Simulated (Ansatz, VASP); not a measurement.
Two plane-wave programs on KI

```
K I
1.0
     0.00000    3.40917    3.40917
     3.40917    0.00000    3.40917
     3.40917    3.40917    0.00000
K I
1 1
Direct
  0.00000 0.00000 0.00000
  0.50000 0.50000 0.50000
```

Alike in both runs: functional LDA; k mesh 6 × 6 × 6; occupations gaussian, width 0.02 eV; no spin polarisation.

Ansatz relaxed the structure, and its values are those at the end. VASP's run is a single point on that final structure, the one shown.

|  | VASP | Ansatz |
| --- | --- | --- |
| version | VASP 6.6.1 | Ansatz 0.2.0 |
| potentials or method | VASP PAW LDA potentials, release 64 (K_sv, I), cutoff 500 eV | scalar-relativistic, plane waves, PAW |
| valence electrons in the cell | 16 | 26 |

Ansatz gave:

| Item | Value |
| --- | --- |
| gap on the k mesh at the Fermi level (eV) | 3.87 |
| least direct gap on the mesh (eV) | 3.87 |
| pressure (GPa) | 0.0 |

Problem. Estimate VASP's values.

Solution. gap on the k mesh at the Fermi level (eV): 3.88; least direct gap on the mesh (eV): 3.88; pressure (GPa): 0.0.

LDA's correlation is that of Perdew and Zunger in VASP and of Perdew and Wang (1992) in Ansatz. VASP's potentials hold 16 valence electrons a cell and Ansatz's 26, so a difference there can come from the potentials and not from the codes.

Neither program's run includes spin-orbit coupling.
